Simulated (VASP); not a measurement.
# RbTl (NaTl type) (Fd-3m) in VASP: single point with PBEsol

Aim: the single point of RbTl (NaTl type) with PBEsol.

Program: VASP 6.6.1. These are calculated values, not measurements. Logs are shortened: lines on timing, memory, paths and dates and some standing lists are left out, and cuts for length are marked.

## Step 1: The cell of the first run

It takes space group Fd-3m (No. 227, cubic). The conventional cell has a = 8.275 Å, b = 8.275 Å, c = 8.275 Å, α = 90.00°, β = 90.00°, γ = 90.00°. Rb (site symmetry -43m) has 4 Rb at 3.58 Å and 10 Tl at 3.58 to 4.14 Å within 4.7 Å. Tl (site symmetry -43m) has 4 Tl at 3.58 Å and 10 Rb at 3.58 to 4.14 Å within 4.7 Å.

## Step 2: Single point, PBEsol

File INCAR:

```
PREC = Accurate ; ENCUT = 520
EDIFF = 1E-7 ; ISMEAR = -1
SIGMA = 0.05 ; LREAL = False
LASPH = True ; NELM = 100
ALGO = Normal ; ISIF = 2
LWAVE = False ; LCHARG = False
GGA = PS ; NBANDS = 30
```

File KPOINTS:

```
regular mesh
0
Gamma
  7 7 7
```

File POSCAR:

```
RbTl
1.0
    0.0000000000      4.1372800045      4.1372800045
    4.1372800045      0.0000000000      4.1372800045
    4.1372800045      4.1372800045      0.0000000000
Rb Tl
2 2
Direct
    0.1250000000      0.1250000000      0.1250000000
   -0.1250000000     -0.1250000000     -0.1250000000
    0.3750000000      0.3750000000      0.3750000000
   -0.3750000000     -0.3750000000     -0.3750000000
```

Potentials or basis: VASP PAW PBE potentials, release 64 (Rb_sv, Tl_d).

The run is started by

```
> cat potpaw_PBE.64/Rb_sv/POTCAR potpaw_PBE.64/Tl_d/POTCAR > POTCAR
> mpirun -np 1 vasp_std > vasp.out
```

OUTCAR:

```text
PREC = Accurate
   ENCUT = 520
   EDIFF = 1E-7
   ISMEAR = -1
   LREAL = False
   LASPH = True
   NELM = 100
   ISIF = 2
   GGA = PS

 ion  position               nearest neighbor table
   1  0.125  0.125  0.125-   2 3.58   3 3.58   2 3.58   2 3.58   2 3.58   3 3.58   3 3.58   3 3.58
                             4 4.14   4 4.14   4 4.14   4 4.14   4 4.14   4 4.14
   2  0.875  0.875  0.875-   1 3.58   4 3.58   4 3.58   4 3.58   4 3.58   1 3.58   1 3.58   1 3.58
                             3 4.14   3 4.14   3 4.14   3 4.14   3 4.14   3 4.14
   3  0.375  0.375  0.375-   1 3.58   4 3.58   1 3.58   1 3.58   1 3.58   4 3.58   4 3.58   4 3.58
                             2 4.14   2 4.14   2 4.14   2 4.14   2 4.14   2 4.14
   4  0.625  0.625  0.625-   2 3.58   3 3.58   3 3.58   3 3.58   3 3.58   2 3.58   2 3.58   2 3.58
                             1 4.14   1 4.14   1 4.14   1 4.14   1 4.14   1 4.14

  LATTYP: Found a face centered cubic cell.
 ALAT       =     8.2745600090

  Lattice vectors:

 A1 = (   0.0000000000,   4.1372800045,   4.1372800045)
 A2 = (   4.1372800045,   0.0000000000,   4.1372800045)
 A3 = (   4.1372800045,   4.1372800045,   0.0000000000)

Analysis of symmetry for initial positions (statically):
=====================================================================
 Subroutine PRICEL returns:
 Original cell was already a primitive cell.

 Routine SETGRP: Setting up the symmetry group for a
 face centered cubic supercell.

 Subroutine GETGRP returns: Found 48 space group operations
 (whereof 12 operations were pure point group operations)
 out of a pool of 48 trial point group operations.

The static configuration has the point symmetry D_3d.
 The point group associated with its full space group is O_h .

Analysis of symmetry for dynamics (positions and initial velocities):
=====================================================================
 Subroutine PRICEL returns:
 Original cell was already a primitive cell.

 Routine SETGRP: Setting up the symmetry group for a
 face centered cubic supercell.

 Subroutine GETGRP returns: Found 48 space group operations
 (whereof 12 operations were pure point group operations)
 out of a pool of 48 trial point group operations.

The dynamic configuration has the point symmetry D_3d.
 The point group associated with its full space group is O_h .

 Subroutine INISYM returns: Found 48 space group operations
 (whereof 12 operations are pure point group operations),
 and found     1 'primitive' translations

----------------------------------------------------------------------------------------

                                     Primitive cell

  volume of cell :     141.6364
[... 91 lines left out ...]
   NSW    =      0    number of steps for IOM
   IBRION =     -1    ionic relax: 0-MD 1-quasi-New 2-CG
   NFREE  =      0    steps in history (QN), initial steepest desc. (CG)
   ISIF   =      2    stress and relaxation
   ISYM   =      2    0-nonsym 1-usesym 2-fastsym
   POTIM  = 0.5000    time-step for ionic-motion
   TEBEG  =    0.0;   TEEND  =   0.0 temperature during run
   PSTRESS=    0.0 pullay stress
   NELECT =      44.0000    total number of electrons
   NUPDOWN=      -1.0000    fix difference up-down
   EMIN   =  10.00;   EMAX   =-10.00  energy-range for DOS
   EFERMI =   0.00;   METHOD = LEGACY
   ISMEAR =    -1;   SIGMA  =   0.05  broadening in eV -4-tet -1-fermi 0-gaus
   EFERMI_NEDOS =   21; number of points for ismear=-14 and -15
   IALGO  =     38    algorithm
   IMIX   =      4    mixing-type and parameters
     AMIX     =   0.40;   BMIX     =  1.00
     AMIX_MAG =   1.60;   BMIX_MAG =  1.00
  volume/ion in A,a.u.               =      35.41       238.95
  Fermi-wavevector in a.u.,A,eV,Ry     =   1.108751  2.095236 16.726043  1.229329
  Thomas-Fermi vector in A             =   2.245282
   LORBIT       =      0    0 simple, 1 ext, 2 COOP (PROOUT), +10 PAW based schemes
   GGA     = PS    functional components
   LHFCALC =     F    Hartree Fock is set to
   AEXX    =    0.0000 exact exchange contribution
   IVDW    =     0    specifies the selected vdW correction
   LEPSILON=     F    determine dielectric tensor
   LRPA    =     F    only Hartree local field effects (RPA)
 non-spin polarized calculation
  energy-cutoff  :      520.00
  volume of cell :      141.64
 maximum number of plane-waves:      3839
 NGX is ok and might be reduce to    48
   NGX = 21   NGY = 21   NGZ = 21

 number of electron      44.0000002 magnetization

 Free energy of the ion-electron system (eV)
  ---------------------------------------------------
  ext. energy  EPLUGINS =         0.00000000
  ---------------------------------------------------
  free energy    TOTEN  =        -7.46842160 eV

  energy without entropy =       -7.46046907  energy(sigma->0) =       -7.46444533

 E-fermi :   3.4492     XC(G=0):  -8.8760

 val. band max:        3.2128958684   @ k =   0.2857   0.1429   0.0000
 cond. band min:       3.4497026278   @ k =   0.1429   0.1429   0.0000
 fundamental gap:      0.2368067594
 Fermi energy:         3.4491949424

 k-point     1 :       0.0000    0.0000    0.0000
  band No.  band energies     occupation
      1     -24.7118      2.00000
      2     -24.5294      2.00000
      3      -9.0732      2.00000
      4      -9.0732      2.00000
      5      -9.0732      2.00000
      6      -8.6489      2.00000
[... 649 lines left out ...]
     29       8.1265      0.00000
     30       8.3906      0.00000

------------------------ aborting loop because EDIFF is reached ----------------------------------------

  FORCE on cell =-STRESS in cart. coord.  units (eV):
  Direction    XX          YY          ZZ          XY          YZ          ZX
  --------------------------------------------------------------------------------------
  -------------------------------------------------------------------------------------
  Total       -0.0085107     -0.0085107     -0.0085107     -0.0000000      0.0000000     -0.0000000
  in kB       -0.0962723     -0.0962723     -0.0962723     -0.0000000      0.0000000     -0.0000000
  external PRESSURE =      -0.0962723 kB  Pullay stress =       0.0000000 kB

 VOLUME and BASIS-vectors are now :
 -----------------------------------------------------------------------------
  energy-cutoff  :      520.00
  volume of cell :      141.64
      direct lattice vectors                 reciprocal lattice vectors
     0.000000000  4.137280004  4.137280004    -0.120852347  0.120852347  0.120852347
     4.137280004  0.000000000  4.137280004     0.120852347 -0.120852347  0.120852347
     4.137280004  4.137280004  0.000000000     0.120852347  0.120852347 -0.120852347

 POSITION                                       TOTAL-FORCE (eV/Angst)
 -----------------------------------------------------------------------------------
      1.03432      1.03432      1.03432         0.000000     -0.000000     -0.000000
      7.24024      7.24024      7.24024         0.000000     -0.000000      0.000000
      3.10296      3.10296      3.10296         0.000000     -0.000000     -0.000000
      5.17160      5.17160      5.17160        -0.000000      0.000000      0.000000
 -----------------------------------------------------------------------------------
    total drift:                                0.000000      0.000000      0.000000

  FREE ENERGIE OF THE ION-ELECTRON SYSTEM (eV)
  ---------------------------------------------------
  free  energy   TOTEN  =        -7.4684215986 eV

  energy  without entropy=       -7.4604690663  energy(sigma->0) =       -7.46444533
```

It took 3.3 min on 1 thread of AMD EPYC 7R13, shared host; peak memory 0.32 GiB.

What came out:

| Property | Result |
| --- | --- |
| Free energy | -7.4684 eV |
| Pressure | 0.0 GPa |
| Band gap on the k mesh | zero (band 22 reaches 3.67 eV, above the bottom of band 23 at 2.93 eV) |

Caveat: the PAW data sets were made with another functional, which shifts forces and pressure a little; spin-orbit coupling is left out, which moves the levels of the heavy elements.
